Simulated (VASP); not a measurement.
Ga2PN, 4 atoms in the cell. Symmetry: P4/mmm, No. 123, tetragonal system. Conventional cell: a = 3.352 Å, b = 3.352 Å, c = 4.733 Å, α = 90.00°, β = 90.00°, γ = 90.00°. Within 3.1 Å of N (site symmetry 4/mmm) lie 6 Ga at 2.37 Å. Ga (site symmetry 4/mmm) has 2 N at 2.37 Å and 4 P at 2.37 Å within 3.1 Å. Ga (site symmetry 4/mmm) has 2 P at 2.37 Å and 4 N at 2.37 Å within 3.1 Å. P (site symmetry 4/mmm) has 6 Ga at 2.37 Å within 3.1 Å. 

* Program: VASP 6.6.1
* Task: single point
* Functional: PBE
* Potentials or basis: VASP PAW PBE potentials, release 64 (N, Ga_d, P)
* Cutoff: 520 eV
* k mesh: 6 × 6 × 4
* Occupations: fermi-dirac, width 0.02 eV
* Spin: no spin polarisation
* Dipole correction: no
* Further INCAR settings: ALGO = Normal; EDIFF = 1e-06; NBANDS = 26

Potentials or basis: VASP PAW PBE potentials, release 64 (N, Ga_d, P).

Command:

```sh
$ cat potpaw_PBE.64/N/POTCAR potpaw_PBE.64/Ga_d/POTCAR potpaw_PBE.64/P/POTCAR > POTCAR
$ mpirun -np 1 vasp_std > vasp.out
```

Hardware: 1 thread of Intel(R) Xeon(R) 6975P-C (Granite Rapids), on a shared host.

**Question.** How long does it take, and how much memory?

**Answer.** It took 25 s on 1 thread of Intel(R) Xeon(R) 6975P-C (Granite Rapids), with other jobs on the host, peak memory 0.19 GiB. Counts: scf iterations 13, k points 30.
